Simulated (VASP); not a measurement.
Write the native input for VASP 6.6.1 that does the following.

* Task: single point
* Functional: LDA
* Potentials or basis: VASP PAW LDA potentials, release 64 (W_sv, Se)
* Cutoff: 520 eV
* k mesh: 12 × 12 × 2
* Occupations: gaussian, width 0.01 eV
* Spin: no spin polarisation
* Dipole correction: no
* Further INCAR settings: ALGO = Normal; EDIFF = 1e-07; NBANDS = 35

The structure of WSe2 lies in POSCAR:

```
WSe2
1.0
    3.2996664743      0.0000000000      0.0000000000
   -1.6498332372      2.8575949908      0.0000000000
    0.0000000000      0.0000000000     13.1486200163
W Se
2 4
Direct
    0.3333333333      0.6666666667      0.2500000000
    0.6666666667      0.3333333333      0.7500000000
    0.3333333333      0.6666666667      0.6233390951
    0.6666666667      0.3333333333      0.1233390951
    0.3333333333      0.6666666667      0.8766609049
    0.6666666667      0.3333333333      0.3766609049
```

These files were run (other wordings do the same):

INCAR

```
ALGO = Normal
EDIFF = 1E-7
ENCUT = 520
GGA = CA
ISIF = 2
ISMEAR = 0
LASPH = True
LCHARG = False
LREAL = False
LWAVE = False
NBANDS = 35
NELM = 100
PREC = Accurate
SIGMA = 0.01
```

KPOINTS

```
k-points
0
Gamma
  12 12 2
```

Potentials or basis: VASP PAW LDA potentials, release 64 (W_sv, Se).

Run with:

```bash
$ cat potpaw_LDA.64/W_sv/POTCAR potpaw_LDA.64/Se/POTCAR > POTCAR
$ mpirun -np 1 vasp_std > vasp.out
```

Results of the run:

```
Pressure               : -3.5 GPa
Largest force          : 0.173 eV/Å
Band gap on the k mesh : 0.98 eV, indirect (least direct gap 1.48 eV)
```

Caveat: spin-orbit coupling is left out, which moves the levels of the heavy elements.

Run time: 100 s on 1 thread of Intel(R) Xeon(R) 6975P-C (Granite Rapids), with other jobs on the host, peak memory 0.29 GiB.
